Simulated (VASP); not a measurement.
Set up this calculation in VASP 6.6.1, as the native input.

```
Task                   : single point
Functional             : PBE
Potentials or basis    : VASP PAW PBE potentials, release 64 (Bi_d, Te)
Cutoff                 : 520 eV
k mesh                 : 9 × 9 × 1
Occupations            : gaussian, width 0.1 eV
Spin                   : no spin polarisation
Dipole correction      : yes
Further INCAR settings : ALGO = Normal; EDIFF = 1e-06; NBANDS = 36
```

The structure of Bi3Te2 lies in POSCAR:

```
Bi3Te2
1.0
    4.5978828776      0.0000000000      0.0000000000
   -2.2989414388      3.9818833757      0.0000000000
    0.0000000000      0.0000000000     22.5083112982
Bi Te
3 2
Direct
    0.6666666667      0.3333333333      0.3332102485
    0.3333333333      0.6666666667      0.5000000000
    0.0000000000      0.0000000000      0.6667897515
    0.0000000000      0.0000000000      0.4166051242
    0.6666666667      0.3333333333      0.5833948758
```

One way to write it, as run:

INCAR

```
PREC = Accurate
ENCUT = 520
EDIFF = 1E-6
ISMEAR = 0
SIGMA = 0.1
LREAL = F
LASPH = T
NELM = 100
ALGO = Normal
ISIF = 2
LWAVE = F
LCHARG = F
LDIPOL = T
IDIPOL = 3
DIPOL = 0.5 0.5 0.500
GGA = PE
NBANDS = 36
```

KPOINTS

```
regular mesh
0
Gamma
  9 9 1
```

Potentials or basis: VASP PAW PBE potentials, release 64 (Bi_d, Te).

Run with:

```console
$ cat potpaw_PBE.64/Bi_d/POTCAR potpaw_PBE.64/Te/POTCAR > POTCAR
$ mpirun -np 1 vasp_std > vasp.out
```

Results of the run:

| Item | Value |
| --- | --- |
| Largest force | 0.496 eV/Å |

It took 3.6 min on 1 thread of Intel(R) Xeon(R) Platinum 8375C CPU @ 2.90GHz (Ice Lake), on a shared host, peak memory 0.55 GiB.
